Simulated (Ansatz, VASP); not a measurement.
**AlNi in VASP and in Ansatz**

Contents of INCAR:

```
PREC = Accurate
ENCUT = 520
EDIFF = 1E-6
ISMEAR = 0
SIGMA = 0.15
LREAL = False
LASPH = True
NELM = 60
ALGO = Fast
ISIF = 2
LWAVE = False
LCHARG = False
GGA = PS
NBANDS = 14
```

File KPOINTS:

```
Automatic mesh
0
Gamma
  20 20 20
```

Contents of POSCAR:

```
AlNi
1.0
    2.0213280871     -2.0213497883      0.0000000000
    2.0213280871      2.0213497883      0.0000000000
    0.0000000000      0.0000000000      2.8694088109
Al Ni
1 1
Direct
    0.0000000000      0.0174910493      0.0000000000
    0.5000000000      0.4919593102      0.5000000000
```

Input for Ansatz:

```yaml
crystal:
  lattice:
    - [2.0213280871, -2.0213497883, 0.0]
    - [2.0213280871, 2.0213497883, 0.0]
    - [0.0, 0.0, 2.8694088109]
  atoms:
    - { symbol: Al, position: [0.0, 0.0174910493, 0.0] }
    - { symbol: Ni, position: [0.5, 0.4919593102, 0.5] }
basis:
  ecutwfc: 420
kpoints:
  mp_grid: { grid: [20, 20, 20] }
hamiltonian:
  xc: pbesol
scf:
  occupations: { method: gaussian, width: 0.15 }
output:
  forces: true
  stress: true
  eigenvalues: true
  write_density: true
  write_potential: true
  elf: true
  volumetric_format: npy
```

Change from the starting cell: mode 4 (302.2 1/cm) frozen in, largest displacement +0.050 Å.

Alike in both runs: task single point; functional PBEsol; k mesh 20 × 20 × 20; occupations gaussian, width 0.15 eV; no spin polarisation.

```csv
,VASP,Ansatz
version,VASP 6.6.1,Ansatz 0.2.0
potentials or method,"VASP PAW PBE potentials, release 64 (Al, Ni), cutoff 520 eV","scalar-relativistic, plane waves, PAW"
valence electrons in the cell,13,21
```

Ansatz gave:

```
gap on the k mesh at the Fermi level (eV)                     : none
pressure (GPa)                                                : 0.4
traceless stress, the component that is largest in VASP (GPa) : -0.14
rms of the force components (eV/Å)                            : 0.261
```

Which values does VASP return?

gap on the k mesh at the Fermi level (eV): none; pressure (GPa): 0.5; traceless stress, the component that is largest in VASP (GPa): -0.15; rms of the force components (eV/Å): 0.263.

VASP's potentials were made for PBE, not for PBEsol. Atom by atom the forces differ by 0.002 eV/Å (rms over components). A gap of «none» marks a metal or a gap that the smearing closes. VASP's potentials hold 13 valence electrons a cell and Ansatz's 21, so a difference there can come from the potentials and not from the codes. Ansatz's warnings: near symmetry operations not taken.
